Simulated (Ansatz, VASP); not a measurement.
**Two plane-wave programs on CaO**

```
CELL_PARAMETERS angstrom
4.44519 0.00000 0.00000
-2.22259 3.08665 0.00000
0.00000 0.00000 4.80776
ATOMIC_POSITIONS crystal
Ca 0.33333 0.66667 0.75000
Ca 0.66667 0.33333 0.25000
O 0.33333 0.66667 0.25000
O 0.66667 0.33333 0.75000
```

Change from the starting cell: strain +e along x and -e along y +0.1100, strain +e along z and -e/2 along x and y +0.0000.

Alike in both runs: task single point; functional PBE; k mesh 9 × 9 × 6; occupations gaussian, width 0.05 eV; no spin polarisation.

```csv
,VASP,Ansatz
version,VASP 6.6.1,Ansatz 0.2.0
potentials or method,"VASP PAW PBE potentials, release 64 (Ca_sv, O), cutoff 520 eV","scalar-relativistic, plane waves, PAW"
valence electrons in the cell,32,32
```

```csv
,VASP,Ansatz,Ansatz less VASP
gap on the k mesh at the Fermi level (eV),3.32,3.33,+0.012
least direct gap on the mesh (eV),3.32,3.33,+0.012
pressure (GPa),4.1,3.5,-0.55
"traceless stress, the component that is largest in VASP (GPa)",12.48,12.10,-0.373
rms of the force components (eV/Å),1.100,1.053,-0.0466
```

Atom by atom the forces differ by 0.047 eV/Å (rms over components).
